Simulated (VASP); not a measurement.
Wanted: the native input for a VASP 6.6.1 run.

| Item | Value |
| --- | --- |
| Task | single point |
| Functional | PBEsol |
| Potentials or basis | VASP PAW PBE potentials, release 64 (Sr_sv) |
| Cutoff | 520 eV |
| k mesh | 8 × 8 × 8 |
| Occupations | fermi-dirac, width 0.05 eV |
| Spin | no spin polarisation |
| Dipole correction | no |
| Further INCAR settings | ALGO = Normal; EDIFF = 1e-06; NBANDS = 11 |

The structure of Sr lies in POSCAR:

```
Sr
1.0
    0.0000000000      3.0823855122      3.0823855122
    3.0823855122      0.0000000000      3.0823855122
    3.0823855122      3.0823855122      0.0000000000
Sr
1
Direct
    0.0000000000      0.0000000000      0.0000000000
```

The input as run:

INCAR

```
PREC = Accurate
ENCUT = 520
EDIFF = 1E-6
ISMEAR = -1
SIGMA = 0.05
LREAL = F
LASPH = T
NELM = 60
ALGO = Normal
ISIF = 2
LWAVE = F
LCHARG = F
GGA = PS
NBANDS = 11
```

KPOINTS

```
regular mesh
0
Gamma
  8 8 8
```

Potentials or basis: VASP PAW PBE potentials, release 64 (Sr_sv).

Launch:

```console
$ cat potpaw_PBE.64/Sr_sv/POTCAR > POTCAR
$ mpirun -np 1 vasp_std > vasp.out
```

It gave:

```
Pressure               : -1.2 GPa
Band gap on the k mesh : zero (band 5 reaches 1.40 eV, above the bottom of band 6 at 1.29 eV)
```

Caveat: the PAW data sets were made with another functional, which shifts forces and pressure a little.

Wall time 11 s on 1 thread of Intel(R) Xeon(R) Platinum 8259CL CPU @ 2.50GHz (Skylake/Cascade Lake) (shared host), peak memory 0.17 GiB.
